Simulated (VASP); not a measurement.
# In2CuO4 (Fmmm) in VASP: notebook

The runs below take In2CuO4 through single point, with PBE.

Everything below comes from runs of VASP 6.6.1. Logs are shortened: lines on timing, memory, paths and dates and some standing lists are left out, and cuts for length are marked.

### Step 1. The cell of the first run

Symmetry: Fmmm, No. 69, orthorhombic system. Conventional cell: a = 5.715 Å, b = 8.558 Å, c = 8.703 Å, α = 90.00°, β = 90.00°, γ = 90.00°. In (site symmetry 2/m) has 2 Cu at 2.57 Å and 2 In at 2.86 Å and 8 O at 2.88 to 3.05 Å within 3.4 Å. Cu (site symmetry mmm) has 4 In at 2.57 Å and 10 O at 2.60 to 3.14 Å within 3.4 Å. Within 2.2 Å of O (site symmetry mm2) lie 2 O at 1.67 Å. Within 2.2 Å of O (site symmetry 2/m) lie 2 O at 1.67 Å.

The cell was built from a structure type or drawn by symmetry, and may not be a known phase.

### Step 2. Single point, PBE, collinear spin

Contents of INCAR:

```
PREC = Accurate
ENCUT = 520
EDIFF = 1E-7
ISMEAR = 0
SIGMA = 0.1
LREAL = F
LASPH = T
NELM = 150
ALGO = Normal
ISIF = 2
LWAVE = F
LCHARG = T
ISPIN = 2
MAGMOM = 0 0 1 0 0 0 0
LORBIT = 11
LMAXMIX = 4
GGA = PE
LELF = T
LVHAR = T
NBANDS = 44
```

Contents of KPOINTS:

```
regular mesh
0
Gamma
  4 4 4
```

Contents of POSCAR:

```
In2CuO4
1.0
    0.0000000000      4.2791912000      4.3516239000
    2.8577343700      0.0000000000      4.3516239000
    2.8577343700      4.2791912000      0.0000000000
In Cu O
2 1 4
Direct
    0.0000000000      0.0000000000      0.5000000000
    0.5000000000      0.5000000000      0.0000000000
    0.5000000000      0.5000000000      0.5000000000
    0.8502634000      0.8502634000      0.1497366000
    0.1497366000      0.1497366000      0.8502634000
    0.5000000000      0.0000000000      0.5000000000
    0.0000000000      0.5000000000      0.0000000000
```

Potentials or basis: VASP PAW PBE potentials, release 64 (In_d, Cu, O).

Command:

```sh
$ cat potpaw_PBE.64/In_d/POTCAR potpaw_PBE.64/Cu/POTCAR potpaw_PBE.64/O/POTCAR > POTCAR
$ mpirun -np 1 vasp_std > vasp.out
```

OUTCAR:

```text
PREC = Accurate
   ENCUT = 520
   EDIFF = 1E-7
   ISMEAR = 0
   LREAL = F
   LASPH = T
   NELM = 150
   ISIF = 2
   ISPIN = 2
   LORBIT = 11
   GGA = PE

 ion  position               nearest neighbor table
   1  0.000  0.000  0.500-   3 2.57   3 2.57   2 2.86   2 2.86   4 2.88   4 2.88   5 2.88   5 2.88

   2  0.500  0.500  0.000-   3 2.57   3 2.57   1 2.86   1 2.86   4 2.88   5 2.88   5 2.88   4 2.88

   3  0.500  0.500  0.500-   2 2.57   2 2.57   1 2.57   1 2.57
   4  0.850  0.850  0.150-   6 1.67   7 1.67   1 2.88   2 2.88   2 2.88   1 2.88
   5  0.150  0.150  0.850-   6 1.67   7 1.67   1 2.88   1 2.88   2 2.88   2 2.88
   6  0.500  0.000  0.500-   4 1.67   5 1.67
   7  0.000  0.500  0.000-   4 1.67   5 1.67

  LATTYP: Found a face centered orthorhombic cell.
 ALAT       =     5.7154687400
 B/A-ratio  =     1.4974069126
 C/A-ratio  =     1.5227531102

  Lattice vectors:

 A1 = (   0.0000000000,   4.2791912000,   4.3516239000)
 A2 = (   2.8577343700,   0.0000000000,   4.3516239000)
 A3 = (   2.8577343700,   4.2791912000,   0.0000000000)

Analysis of symmetry for initial positions (statically):
=====================================================================
 Subroutine PRICEL returns:
 Original cell was already a primitive cell.

 Routine SETGRP: Setting up the symmetry group for a
 face centered orthorhombic supercell.

 Subroutine GETGRP returns: Found  8 space group operations
 (whereof  8 operations were pure point group operations)
 out of a pool of  8 trial point group operations.

The static configuration has the point symmetry D_2h.

Analysis of symmetry for dynamics (positions and initial velocities):
=====================================================================
 Subroutine PRICEL returns:
 Original cell was already a primitive cell.

 Routine SETGRP: Setting up the symmetry group for a
 face centered orthorhombic supercell.

 Subroutine GETGRP returns: Found  8 space group operations
 (whereof  8 operations were pure point group operations)
 out of a pool of  8 trial point group operations.

The dynamic configuration has the point symmetry D_2h.

Analysis of structural, dynamic, and magnetic symmetry:
=====================================================================
 Subroutine PRICEL returns:
 Original cell was already a primitive cell.

 Routine SETGRP: Setting up the symmetry group for a
 face centered orthorhombic supercell.

 Subroutine GETGRP returns: Found  8 space group operations
 (whereof  8 operations were pure point group operations)
 out of a pool of  8 trial point group operations.

The overall configuration has the point symmetry D_2h.

 Subroutine INISYM returns: Found  8 space group operations
 (whereof  8 operations are pure point group operations),
 and found     1 'primitive' translations

----------------------------------------------------------------------------------------

                                     Primitive cell

  volume of cell :     106.4302

  direct lattice vectors                    reciprocal lattice vectors
     0.000000000  4.279191200  4.351623900    -0.174963777  0.116844510  0.114899636
     2.857734370  0.000000000  4.351623900     0.174963777 -0.116844510  0.114899636
     2.857734370  4.279191200  0.000000000     0.174963777  0.116844510 -0.114899636

  length of vectors
     6.103122798  5.206080704  5.145689755     0.239722525  0.239722525  0.239722525

  position of ions in fractional coordinates (direct lattice)
     0.000000000  1.000000000  0.500000000
     0.500000000  0.500000000  1.000000000
     0.500000000  0.500000000  0.500000000
     0.850263400  0.850263400  0.149736600
     0.149736600  0.149736600  0.850263400
     0.500000000  1.000000000  0.500000000
     0.000000000  0.500000000  1.000000000

  ion indices of the primitive-cell ions
   primitive index   ion index
                 1           1
                 2           2
                 3           3
                 4           4
                 5           5
                 6           6
                 7           7

----------------------------------------------------------------------------------------
[... 47 lines left out ...]
   total plane-waves  NPLWV =  76800
   dimension x,y,z NGX =    48 NGY =   40 NGZ =   40
   dimension x,y,z NGXF=    96 NGYF=   80 NGZF=   80
   ions per type =               2   1   4
   NGX,Y,Z   is equivalent  to a cutoff of  13.07, 12.77, 12.92 a.u.
   NGXF,Y,Z  is equivalent  to a cutoff of  26.15, 25.55, 25.85 a.u.
 SYSTEM =  unknown system
   PREC   = accura    normal or accurate (medium, high low for compatibility)
   ISTART =      0    job   : 0-new  1-cont  2-samecut
   ICHARG =      2    charge: 1-file 2-atom 10-const
   ISPIN  =      2    spin polarized calculation?
   LNONCOLLINEAR =      F non collinear calculations
   LSORBIT =      F    spin-orbit coupling
   LASPH  =      T    aspherical Exc in radial PAW
   ENCUT  =  520.0 eV  38.22 Ry    6.18 a.u.  11.35  9.68  9.57*2*pi/ulx,y,z
   NELM   =    150;   NELMIN=  2; NELMDL= -5     # of ELM steps
   EDIFF  = 0.1E-06   stopping-criterion for ELM
   LREAL  =      F    real-space projection
   EDIFFG = 0.1E-05   stopping-criterion for IOM
   NSW    =      0    number of steps for IOM
   IBRION =     -1    ionic relax: 0-MD 1-quasi-New 2-CG
   NFREE  =      0    steps in history (QN), initial steepest desc. (CG)
   ISIF   =      2    stress and relaxation
   ISYM   =      2    0-nonsym 1-usesym 2-fastsym
   POTIM  = 0.5000    time-step for ionic-motion
   TEBEG  =    0.0;   TEEND  =   0.0 temperature during run
   PSTRESS=    0.0 pullay stress
   NELECT =      61.0000    total number of electrons
   NUPDOWN=      -1.0000    fix difference up-down
   EMIN   =  10.00;   EMAX   =-10.00  energy-range for DOS
   EFERMI =   0.00;   METHOD = LEGACY
   ISMEAR =     0;   SIGMA  =   0.10  broadening in eV -4-tet -1-fermi 0-gaus
   EFERMI_NEDOS =   21; number of points for ismear=-14 and -15
   IALGO  =     38    algorithm
   IMIX   =      4    mixing-type and parameters
     AMIX     =   0.40;   BMIX     =  1.00
     AMIX_MAG =   1.60;   BMIX_MAG =  1.00
  volume/ion in A,a.u.               =      15.20       102.60
  Fermi-wavevector in a.u.,A,eV,Ry     =   1.359867  2.569776 25.160419  1.849239
  Thomas-Fermi vector in A             =   2.486578
   LORBIT       =     11    0 simple, 1 ext, 2 COOP (PROOUT), +10 PAW based schemes
   GGA     = PE    functional components
   LHFCALC =     F    Hartree Fock is set to
   AEXX    =    0.0000 exact exchange contribution
   IVDW    =     0    specifies the selected vdW correction
   LEPSILON=     F    determine dielectric tensor
   LRPA    =     F    only Hartree local field effects (RPA)
 spin polarized calculation
 Gauss-broadening in eV      SIGMA  =   0.10
  energy-cutoff  :      520.00
  volume of cell :      106.43
 maximum number of plane-waves:      2882
 NGX is ok and might be reduce to    48
   NGX = 23   NGY = 19   NGZ = 19

 number of electron      60.9999994 magnetization       0.0009128

 number of electron      60.9999994 magnetization      -0.0009530

 Free energy of the ion-electron system (eV)
  ---------------------------------------------------
  ext. energy  EPLUGINS =         0.00000000
  ---------------------------------------------------
  free energy    TOTEN  =       -25.06498332 eV

  energy without entropy =      -25.02930582  energy(sigma->0) =      -25.04714457

 E-fermi :   4.7869     XC(G=0): -10.1918

 val. band max:        4.7637072286   @ k =  -0.2500   0.2500   0.5000
 cond. band min:       4.8053039000   @ k =   0.2500   0.0000   0.0000
 fundamental gap:      0.0415966714
 Fermi energy:         4.7868876038

 spin component 1

 k-point     1 :       0.0000    0.0000    0.0000
  band No.  band energies     occupation
      1     -16.1287      1.00000
      2     -13.4001      1.00000
      3     -13.2591      1.00000
      4     -10.4481      1.00000
      5     -10.2289      1.00000
      6     -10.1024      1.00000
[... 799 lines left out ...]
     41      13.9281      0.00000
     42      15.4169      0.00000
 Fermi energy:         4.7868876038

 spin component 2

 k-point     1 :       0.0000    0.0000    0.0000
  band No.  band energies     occupation
      1     -16.1292      1.00000
      2     -13.4017      1.00000
      3     -13.2587      1.00000
      4     -10.4481      1.00000
      5     -10.2289      1.00000
      6     -10.1024      1.00000
[... 799 lines left out ...]
     41      13.9283      0.00000
     42      15.4168      0.00000
 [bands above 42 left out]

------------------------ aborting loop because EDIFF is reached ----------------------------------------

  FORCE on cell =-STRESS in cart. coord.  units (eV):
  Direction    XX          YY          ZZ          XY          YZ          ZX
  --------------------------------------------------------------------------------------
  -------------------------------------------------------------------------------------
  Total       11.0229960     -3.9580027      0.0666015      0.0000000      0.0000000      0.0000000
  in kB      165.9378018    -59.5829185      1.0026047      0.0000000      0.0000000      0.0000000
  external PRESSURE =      35.7858293 kB  Pullay stress =       0.0000000 kB

 VOLUME and BASIS-vectors are now :
 -----------------------------------------------------------------------------
  energy-cutoff  :      520.00
  volume of cell :      106.43
      direct lattice vectors                 reciprocal lattice vectors
     0.000000000  4.279191200  4.351623900    -0.174963777  0.116844510  0.114899636
     2.857734370  0.000000000  4.351623900     0.174963777 -0.116844510  0.114899636
     2.857734370  4.279191200  0.000000000     0.174963777  0.116844510 -0.114899636

 POSITION                                       TOTAL-FORCE (eV/Angst)
 -----------------------------------------------------------------------------------
      1.42887      2.13960      0.00000         0.000000     -0.000000      0.000000
      1.42887      2.13960      4.35162        -0.000000      0.000000      0.000000
      2.85773      4.27919      4.35162         0.000000      0.000000      0.000000
      2.85773      4.27919      7.40005        -0.000000     -0.000000      1.926937
      2.85773      4.27919      1.30319        -0.000000     -0.000000     -1.926937
      1.42887      4.27919      2.17581        -0.000000     -0.000000      0.000000
      1.42887      0.00000      2.17581        -0.000000     -0.000000      0.000000
 -----------------------------------------------------------------------------------
    total drift:                               -0.000000     -0.000000     -0.000000

  FREE ENERGIE OF THE ION-ELECTRON SYSTEM (eV)
  ---------------------------------------------------
  free  energy   TOTEN  =       -25.0649833160 eV

  energy  without entropy=      -25.0293058197  energy(sigma->0) =      -25.04714457

 total charge

# of ion       s       p       d       tot
------------------------------------------
    1        0.982   0.447   9.873  11.302
    2        0.982   0.447   9.873  11.302
    3        0.383   0.241   9.264   9.888
    4        1.626   3.148   0.000   4.774
    5        1.626   3.148   0.000   4.774
    6        1.645   3.101   0.000   4.746
    7        1.645   3.101   0.000   4.746
--------------------------------------------------
tot          8.888  13.633  29.009  51.531

 magnetization (x)

# of ion       s       p       d       tot
------------------------------------------
    1       -0.000   0.000   0.000   0.000
    2       -0.000   0.000   0.000   0.000
    3        0.000   0.000   0.000   0.000
    4       -0.000  -0.001   0.000  -0.001
    5       -0.000  -0.001   0.000  -0.001
    6       -0.000   0.000   0.000   0.000
    7       -0.000   0.000   0.000   0.000
--------------------------------------------------
tot         -0.000  -0.001   0.000  -0.001
```

It took 6.1 min on 1 thread of Intel Xeon Platinum 8488C (Sapphire Rapids), shared host; peak memory 0.39 GiB.

Results:

```yaml
Free_energy: -25.0650 eV
Pressure: 3.6 GPa
Largest_force: 1.927 eV/Å
Net_moment: 0.00 μB per cell
Valence_electrons_inside_the_program's_atomic_spheres: In 11.30; Cu 9.89; O 4.77, 4.75 (each value once)
```

Forces on the atoms (eV/Å):
```
In   0.000  0.000  0.000
In   0.000  0.000  0.000
Cu   0.000  0.000  0.000
O    0.000  0.000  1.927
O    0.000  0.000 -1.927
O    0.000  0.000  0.000
O    0.000  0.000  0.000
```

Stress tensor (GPa, compression positive):
```
16.59  0.00  0.00
 0.00 -5.96  0.00
 0.00  0.00  0.10
```

Levels at points of the mesh, in eV from the Fermi level:
Spin up:
| k point | band 28 | band 29 | band 30 | band 31 | band 32 | band 33 |
| --- | --- | --- | --- | --- | --- | --- |
| (0.00, 0.00, 0.00) | -1.92 | -1.86 | -0.50 | 0.31 | 0.42 | 2.91 |
| (0.50, 0.00, 0.00) | -0.91 | -0.83 | -0.49 | 0.25 | 1.82 | 2.09 |
| (0.50, 0.50, 0.00) | -1.16 | -1.11 | -1.10 | -0.05 | 0.20 | 0.80 |
| (0.50, 0.00, 0.50) | -2.06 | -1.67 | -0.55 | -0.14 | -0.09 | 1.80 |
| (0.00, 0.50, 0.50) | -1.11 | -1.01 | -0.12 | -0.08 | 0.17 | 1.35 |
Spin down:
| k point | band 26 | band 27 | band 28 | band 29 | band 30 | band 31 | band 32 | band 33 | band 34 | band 35 |
| --- | --- | --- | --- | --- | --- | --- | --- | --- | --- | --- |
| (0.00, 0.00, 0.00) | -2.23 | -2.10 | -1.92 | -1.87 | -0.51 | 0.31 | 0.42 | 2.91 | 3.05 | 3.13 |
| (0.50, 0.00, 0.00) | -2.14 | -1.47 | -0.91 | -0.83 | -0.49 | 0.25 | 1.82 | 2.09 | 3.09 | 3.28 |
| (0.50, 0.50, 0.00) | -1.33 | -1.20 | -1.16 | -1.11 | -1.10 | -0.05 | 0.20 | 0.80 | 2.55 | 2.92 |
| (0.50, 0.00, 0.50) | -2.27 | -2.25 | -2.06 | -1.67 | -0.55 | -0.14 | -0.09 | 1.80 | 3.44 | 3.63 |
| (0.00, 0.50, 0.50) | -2.21 | -1.93 | -1.11 | -1.01 | -0.13 | -0.08 | 0.17 | 1.35 | 2.28 | 3.49 |

Caveat: the k points lie up to 0.38 Å⁻¹ apart; spin-orbit coupling is left out, which moves the levels of the heavy elements; semilocal functionals often make such compounds metallic where correlation or magnetic order opens a gap, which also shifts bond lengths; forces of over 1 eV/Å act on the atoms, so gaps and moduli don't describe the material at rest. With open d or f shells a metallic result of PBE can be an artefact of self-interaction; +U or a hybrid may open a gap.

[end of part 1 of 2]
